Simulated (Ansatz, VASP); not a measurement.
Two plane-wave programs on Ag9Ru7

```
CELL_PARAMETERS angstrom
2.79410 -5.00515 -0.00001
2.79410 5.00513 0.00002
-0.00002 0.00003 9.10666
ATOMIC_POSITIONS crystal
Ru 0.81564 0.12054 0.12429
Ru 0.83348 0.16353 0.62430
Ru 0.37973 0.68464 0.12429
Ru 0.33675 0.66680 0.62429
Ru 0.80828 0.69199 0.62429
Ru 0.66139 0.83889 0.38625
Ru 0.66139 0.83889 0.86234
Ag 0.33499 0.16529 0.12429
Ag 0.33032 0.16995 0.62429
Ag 0.84835 0.65192 0.12429
Ag 0.67005 0.33720 0.37783
Ag 0.67004 0.33720 0.87075
Ag 0.16289 0.33738 0.37051
Ag 0.16289 0.33738 0.87808
Ag 0.16308 0.83023 0.37783
Ag 0.16308 0.83023 0.87075
```

Alike in both runs: functional PBE; k mesh 4 × 4 × 3; occupations gaussian, width 0.1 eV; no spin polarisation.

Ansatz relaxed the structure, and its values are those at the end. VASP's run is a single point on that final structure, the one shown.

```csv
,VASP,Ansatz
version,VASP 6.6.1,Ansatz 0.2.0
potentials or method,"VASP PAW PBE potentials, release 64 (Ru_pv, Ag), cutoff 520 eV","scalar-relativistic, plane waves, PAW"
valence electrons in the cell,197,283
```

|  | VASP | Ansatz | Ansatz less VASP |
| --- | --- | --- | --- |
| gap on the k mesh at the Fermi level (eV) | none | none | - |
| pressure (GPa) | -0.1 | 0.0 | +0.17 |
| rms of the force components (eV/Å) | 0.006 | 0.004 | -0.0021 |

A gap of «none» marks a metal or a gap that the smearing closes. The functional is the same, so the differences come from potentials, cutoffs and numerics. VASP's potentials hold 197 valence electrons a cell and Ansatz's 283, so a difference there can come from the potentials and not from the codes.
